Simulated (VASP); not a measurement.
# Na2S (Fm-3m) in VASP: further runs

Na2S is run at these levels: PBEsol; tasks: single point, relaxation of cell and atoms.

All numbers are computed with VASP 6.6.1; they aren't measurements. Logs are shortened: lines on timing, memory, paths and dates and some standing lists are left out, and cuts for length are marked.

## (1) The cell of the first run

The structure is cubic, space group Fm-3m (No. 225). Conventional cell: a = 6.433 Å, b = 6.433 Å, c = 6.433 Å, α = 90.00°, β = 90.00°, γ = 90.00°. Within 3.7 Å of Na (site symmetry -43m) lie 4 S at 2.79 Å and 6 Na at 3.22 Å. Within 3.7 Å of S (site symmetry m-3m) lie 8 Na at 2.79 Å.

## (2) Single point, PBEsol

INCAR

```
SYSTEM = Na2S
  PREC = Accurate
  ENCUT = 500
  EDIFF = 1E-6
  ISMEAR = 0
  SIGMA = 0.01
  LREAL = .FALSE.
  LASPH = .TRUE.
  NELM = 120
  ALGO = Normal
  ISIF = 2
  LWAVE = .FALSE.
  LCHARG = .TRUE.
  GGA = PS
  LELF = .TRUE.
  LVHAR = .TRUE.
  NBANDS = 17
  GGA_COMPAT = .FALSE.
```

KPOINTS

```
Automatic mesh
0
G
  6 6 6
  0 0 0
```

POSCAR

```
Na2S
1.0
    0.0000000000      3.2162785284      3.2162785284
    3.2162785284      0.0000000000      3.2162785284
    3.2162785284      3.2162785284      0.0000000000
Na S
2 1
Direct
    0.2500000000      0.2500000000      0.2500000000
    0.7500000000      0.7500000000      0.7500000000
    0.0000000000      0.0000000000      0.0000000000
```

Potentials or basis: VASP PAW PBE potentials, release 64 (Na_pv, S).

The run is started by

```console
cat potpaw_PBE.64/Na_pv/POTCAR potpaw_PBE.64/S/POTCAR > POTCAR
mpirun -np 1 vasp_std > vasp.out
```

OUTCAR:

```text
SYSTEM = Na2S
   PREC = Accurate
   ENCUT = 500
   EDIFF = 1E-6
   ISMEAR = 0
   LREAL = .FALSE.
   LASPH = .TRUE.
   NELM = 120
   ISIF = 2
   GGA = PS

 ion  position               nearest neighbor table
   1  0.250  0.250  0.250-   3 2.79   3 2.79   3 2.79   3 2.79
   2  0.750  0.750  0.750-   3 2.79   3 2.79   3 2.79   3 2.79
   3  0.000  0.000  0.000-   2 2.79   2 2.79   2 2.79   1 2.79   2 2.79   1 2.79   1 2.79   1 2.79

  LATTYP: Found a face centered cubic cell.
 ALAT       =     6.4325570568

  Lattice vectors:

 A1 = (   0.0000000000,   3.2162785284,   3.2162785284)
 A2 = (   3.2162785284,   0.0000000000,   3.2162785284)
 A3 = (   3.2162785284,   3.2162785284,   0.0000000000)

Analysis of symmetry for initial positions (statically):
=====================================================================
 Subroutine PRICEL returns:
 Original cell was already a primitive cell.

 Routine SETGRP: Setting up the symmetry group for a
 face centered cubic supercell.

 Subroutine GETGRP returns: Found 48 space group operations
 (whereof 48 operations were pure point group operations)
 out of a pool of 48 trial point group operations.

The static configuration has the point symmetry O_h .

Analysis of symmetry for dynamics (positions and initial velocities):
=====================================================================
 Subroutine PRICEL returns:
 Original cell was already a primitive cell.

 Routine SETGRP: Setting up the symmetry group for a
 face centered cubic supercell.

 Subroutine GETGRP returns: Found 48 space group operations
 (whereof 48 operations were pure point group operations)
 out of a pool of 48 trial point group operations.

The dynamic configuration has the point symmetry O_h .

 Subroutine INISYM returns: Found 48 space group operations
 (whereof 48 operations are pure point group operations),
 and found     1 'primitive' translations

----------------------------------------------------------------------------------------

                                     Primitive cell

  volume of cell :      66.5412

  direct lattice vectors                    reciprocal lattice vectors
     0.000000000  3.216278528  3.216278528    -0.155459173  0.155459173  0.155459173
     3.216278528  0.000000000  3.216278528     0.155459173 -0.155459173  0.155459173
     3.216278528  3.216278528  0.000000000     0.155459173  0.155459173 -0.155459173

  length of vectors
     4.548504715  4.548504715  4.548504715     0.269263186  0.269263186  0.269263186

[... 75 lines left out ...]
   EDIFFG = 0.1E-04   stopping-criterion for IOM
   NSW    =      0    number of steps for IOM
   IBRION =     -1    ionic relax: 0-MD 1-quasi-New 2-CG
   NFREE  =      0    steps in history (QN), initial steepest desc. (CG)
   ISIF   =      2    stress and relaxation
   ISYM   =      2    0-nonsym 1-usesym 2-fastsym
   POTIM  = 0.5000    time-step for ionic-motion
   TEBEG  =    0.0;   TEEND  =   0.0 temperature during run
   PSTRESS=    0.0 pullay stress
   NELECT =      20.0000    total number of electrons
   NUPDOWN=      -1.0000    fix difference up-down
   EMIN   =  10.00;   EMAX   =-10.00  energy-range for DOS
   EFERMI =   0.00;   METHOD = LEGACY
   ISMEAR =     0;   SIGMA  =   0.01  broadening in eV -4-tet -1-fermi 0-gaus
   EFERMI_NEDOS =   21; number of points for ismear=-14 and -15
   IALGO  =     38    algorithm
   IMIX   =      4    mixing-type and parameters
     AMIX     =   0.40;   BMIX     =  1.00
     AMIX_MAG =   1.60;   BMIX_MAG =  1.00
  volume/ion in A,a.u.               =      22.18       149.68
  Fermi-wavevector in a.u.,A,eV,Ry     =   1.096616  2.072303 16.361908  1.202566
  Thomas-Fermi vector in A             =   2.232961
   LORBIT       =      0    0 simple, 1 ext, 2 COOP (PROOUT), +10 PAW based schemes
   GGA     = PS    functional components
   LHFCALC =     F    Hartree Fock is set to
   AEXX    =    0.0000 exact exchange contribution
   IVDW    =     0    specifies the selected vdW correction
   LEPSILON=     F    determine dielectric tensor
   LRPA    =     F    only Hartree local field effects (RPA)
 non-spin polarized calculation
 Gauss-broadening in eV      SIGMA  =   0.01
  energy-cutoff  :      500.00
  volume of cell :       66.54
 maximum number of plane-waves:      1711
 NGX is ok and might be reduce to    36
   NGX = 17   NGY = 17   NGZ = 17

 number of electron      19.9999994 magnetization

 Free energy of the ion-electron system (eV)
  ---------------------------------------------------
  ext. energy  EPLUGINS =         0.00000000
  ---------------------------------------------------
  free energy    TOTEN  =       -10.36691915 eV

  energy without entropy =      -10.36691915  energy(sigma->0) =      -10.36691915

 E-fermi :   0.3972     XC(G=0):  -8.1467

 val. band max:        0.3312573342   @ k =   0.0000   0.0000   0.0000
 cond. band min:       2.8590225488   @ k =   0.0000   0.0000   0.0000
 fundamental gap:      2.5277652146
 Fermi energy:         0.3972088700

 k-point     1 :       0.0000    0.0000    0.0000
  band No.  band energies     occupation
      1     -21.6350      2.00000
      2     -21.6350      2.00000
      3     -21.6350      2.00000
      4     -21.5705      2.00000
      5     -21.5705      2.00000
      6     -21.5705      2.00000
[... 297 lines left out ...]
      4     -21.5836      2.00000
      5     -21.5596      2.00000
      6     -21.5556      2.00000
[... 9 lines left out ...]
     16      11.7015      0.00000
     17      12.5447      0.00000

------------------------ aborting loop because EDIFF is reached ----------------------------------------

  FORCE on cell =-STRESS in cart. coord.  units (eV):
  Direction    XX          YY          ZZ          XY          YZ          ZX
  --------------------------------------------------------------------------------------
  -------------------------------------------------------------------------------------
  Total        0.4441513      0.4441513      0.4441513     -0.0000000      0.0000000      0.0000000
  in kB       10.6942549     10.6942549     10.6942549     -0.0000000      0.0000000      0.0000000
  external PRESSURE =      10.6942549 kB  Pullay stress =       0.0000000 kB

 VOLUME and BASIS-vectors are now :
 -----------------------------------------------------------------------------
  energy-cutoff  :      500.00
  volume of cell :       66.54
      direct lattice vectors                 reciprocal lattice vectors
     0.000000000  3.216278528  3.216278528    -0.155459173  0.155459173  0.155459173
     3.216278528  0.000000000  3.216278528     0.155459173 -0.155459173  0.155459173
     3.216278528  3.216278528  0.000000000     0.155459173  0.155459173 -0.155459173

 POSITION                                       TOTAL-FORCE (eV/Angst)
 -----------------------------------------------------------------------------------
      1.60814      1.60814      1.60814        -0.000000     -0.000000     -0.000000
      4.82442      4.82442      4.82442         0.000000      0.000000      0.000000
      0.00000      0.00000      0.00000        -0.000000     -0.000000      0.000000
 -----------------------------------------------------------------------------------
    total drift:                                0.000000      0.000000      0.000000

  FREE ENERGIE OF THE ION-ELECTRON SYSTEM (eV)
  ---------------------------------------------------
  free  energy   TOTEN  =       -10.3669191530 eV

  energy  without entropy=      -10.3669191530  energy(sigma->0) =      -10.36691915
```

stdout:

```text
POSCAR found type information on POSCAR NaS
 POSCAR found :  2 types and       3 ions
 scaLAPACK will be used
 -----------------------------------------------------------------------------
|                                                                             |
|                                                                             |
|     You enforced a specific xc type in the INCAR file but a different       |
|     I HOPE YOU KNOW WHAT YOU ARE DOING!                                     |
|                                                                             |
 -----------------------------------------------------------------------------

 LDA part: xc-table for (Slater+PW92), standard interpolation
 POSCAR, INCAR and KPOINTS ok, starting setup
 FFT: planning ... GRIDC
 FFT: planning ... GRID_SOFT
 FFT: planning ... GRID
 WAVECAR not read
 entering main loop
```

Run time: 10 s. Hardware: 1 thread of Intel Xeon 6975P-C (Granite Rapids), shared host; peak memory 0.19 GiB.

Results:

```
Free energy            : -10.3669 eV
Pressure               : 1.1 GPa
Band gap on the k mesh : 2.53 eV, direct
```

Caveat: the PAW data sets were made with another functional, which shifts forces and pressure a little.

## (3) Relaxation of cell and atoms, PBEsol, target pressure 1 GPa, at which the enthalpy is minimised

This run uses another cell than the first one, of 22.90 Å³/atom, 1.032 times its volume.

INCAR

```
PREC = Accurate ; ENCUT = 500
EDIFF = 1E-7 ; ISMEAR = 0
SIGMA = 0.01 ; LREAL = F
LASPH = T ; NELM = 120
ALGO = Normal ; ISIF = 3
LWAVE = F ; LCHARG = F
GGA = PS ; IBRION = 2
NSW = 100 ; EDIFFG = -0.002
PSTRESS = 10.0 ; GGA_COMPAT = F
NELMIN = 4
```

KPOINTS

```
regular mesh
0
Gamma
  6 6 6
```

POSCAR

```
Na2S
1.0
    0.0000000000      3.2506202990      3.2506202990
    3.2506202990      0.0000000000      3.2506202990
    3.2506202990      3.2506202990      0.0000000000
Na S
2 1
Direct
    0.2500000000      0.2500000000      0.2500000000
    0.7500000000      0.7500000000      0.7500000000
    0.0000000000      0.0000000000      0.0000000000
```

Potentials or basis: VASP PAW PBE potentials, release 64 (Na_pv, S).

The run is started by

```console
cat potpaw_PBE.64/Na_pv/POTCAR potpaw_PBE.64/S/POTCAR > POTCAR
mpirun -np 1 vasp_std > vasp.out
```

Wall time 21 s (1 thread of Intel Xeon 6975P-C (Granite Rapids), shared host); peak memory 0.19 GiB.

It converged, with:

```yaml
Free_energy: -10.3684 eV
Relaxed_volume: 22.23 Å³/atom
Relaxed_cell: a = 4.552 Å, b = 4.552 Å, c = 4.552 Å, α = 60.00°, β = 60.00°, γ = 60.00°
Space_group_after_relaxing_to_0.05_Å: Fm-3m (No. 225)
Energy_change_on_relaxing_the_enthalpy_is_what_falls: +2.1 meV/atom
Ionic_steps: 5
Pressure_after_relaxing: 1.0 GPa
Band_gap_on_the_k_mesh: 2.52 eV, direct
```

The path:
```tsv
step	energy change (eV)	largest force (eV/Å)	pressure (GPa)	volume (Å³)
1	0.0000	0.0000	0.05	68.70
2	0.0030	0.0000	0.67	67.35
3	0.0061	0.0000	0.97	66.73
4	0.0066	0.0000	1.02	66.67
5	0.0064	0.0000	1.00	66.69
```

Final structure:
```yaml
crystal:
  lattice:
    - [0.00000, 3.21866, 3.21866]
    - [3.21866, 0.00000, 3.21866]
    - [3.21866, 3.21866, 0.00000]
  atoms:
    - { symbol: Na, position: [0.25000, 0.25000, 0.25000] }
    - { symbol: Na, position: [0.75000, 0.75000, 0.75000] }
    - { symbol: S, position: [0.00000, 0.00000, 0.00000] }
```

Levels at points of the mesh, in eV from the valence-band top:
```
           k point  band 6  band 7  band 8  band 9  band 10  band 11  band 12  band 13  band 14
(0.00, 0.00, 0.00)  -21.91  -10.20    0.00    0.00     0.00     2.52     7.82     7.82     7.82
(0.50, 0.00, 0.00)  -21.94   -9.91   -1.76   -0.14    -0.14     4.91     6.50     7.16     7.16
(0.50, 0.50, 0.00)  -21.89   -9.82   -1.57   -0.48    -0.48     3.72     6.09     8.78     9.97
```

Caveat: the cell is relaxed towards a set pressure, so the enthalpy falls and the energy may rise; the PAW data sets were made with another functional, which shifts forces and pressure a little.

## (4) Relaxation of cell and atoms, PBEsol, target pressure 2 GPa, at which the enthalpy is minimised

This run uses another cell than the first one, of 22.90 Å³/atom, 1.032 times its volume.

INCAR

```
SYSTEM = Na2S
PREC = Accurate ; ENCUT = 500
EDIFF = 1E-7 ; ISMEAR = 0
SIGMA = 0.01 ; LREAL = .FALSE.
LASPH = .TRUE. ; NELM = 120
ALGO = Normal ; ISIF = 3
LWAVE = .FALSE. ; LCHARG = .FALSE.
GGA = PS ; IBRION = 2
NSW = 100 ; EDIFFG = -0.002
PSTRESS = 20.0 ; GGA_COMPAT = .FALSE.
NELMIN = 4
```

KPOINTS

```
regular mesh
0
G
  6 6 6
  0 0 0
```

POSCAR is that of step 3.

The run is started by

```console
cat potpaw_PBE.64/Na_pv/POTCAR potpaw_PBE.64/S/POTCAR > POTCAR
mpirun -np 1 vasp_std > vasp.out
```

Wall time 22 s (1 thread of Intel Xeon 6975P-C (Granite Rapids), shared host); peak memory 0.19 GiB.

The run converged. Its results:

- Free energy: -10.3515 eV
- Relaxed volume: 21.62 Å³/atom
- Relaxed cell: a = 4.510 Å, b = 4.510 Å, c = 4.510 Å, α = 60.00°, β = 60.00°, γ = 60.00°
- Space group after relaxing (to 0.05 Å): Fm-3m (No. 225)
- Energy change on relaxing (the enthalpy is what falls): +7.8 meV/atom
- Ionic steps: 5
- Pressure after relaxing: 2.0 GPa
- Band gap on the k mesh: 2.61 eV, direct

The path:
| step | energy change (eV) | largest force (eV/Å) | pressure (GPa) | volume (Å³) |
| --- | --- | --- | --- | --- |
| 1 | 0.0000 | 0.0000 | 0.05 | 68.70 |
| 2 | 0.0119 | 0.0000 | 1.39 | 65.96 |
| 3 | 0.0227 | 0.0000 | 1.95 | 64.92 |
| 4 | 0.0237 | 0.0000 | 2.02 | 64.84 |
| 5 | 0.0233 | 0.0000 | 2.00 | 64.87 |

Final structure:
```
CELL_PARAMETERS angstrom
0.00000 3.18913 3.18913
3.18913 0.00000 3.18913
3.18913 3.18913 0.00000
ATOMIC_POSITIONS crystal
Na 0.25000 0.25000 0.25000
Na 0.75000 0.75000 0.75000
S 0.00000 0.00000 0.00000
```

Levels at points of the mesh, in eV from the valence-band top:
| k point | band 6 | band 7 | band 8 | band 9 | band 10 | band 11 | band 12 | band 13 | band 14 |
| --- | --- | --- | --- | --- | --- | --- | --- | --- | --- |
| (0.00, 0.00, 0.00) | -21.85 | -10.24 | 0.00 | 0.00 | 0.00 | 2.61 | 7.92 | 7.92 | 7.92 |
| (0.50, 0.00, 0.00) | -21.88 | -9.93 | -1.81 | -0.14 | -0.14 | 5.02 | 6.61 | 7.22 | 7.22 |
| (0.50, 0.50, 0.00) | -21.83 | -9.84 | -1.61 | -0.49 | -0.49 | 3.72 | 6.17 | 9.01 | 10.16 |

Caveat: the cell is relaxed towards a set pressure, so the enthalpy falls and the energy may rise; the PAW data sets were made with another functional, which shifts forces and pressure a little.

(Part 1 of 2 ends here.)
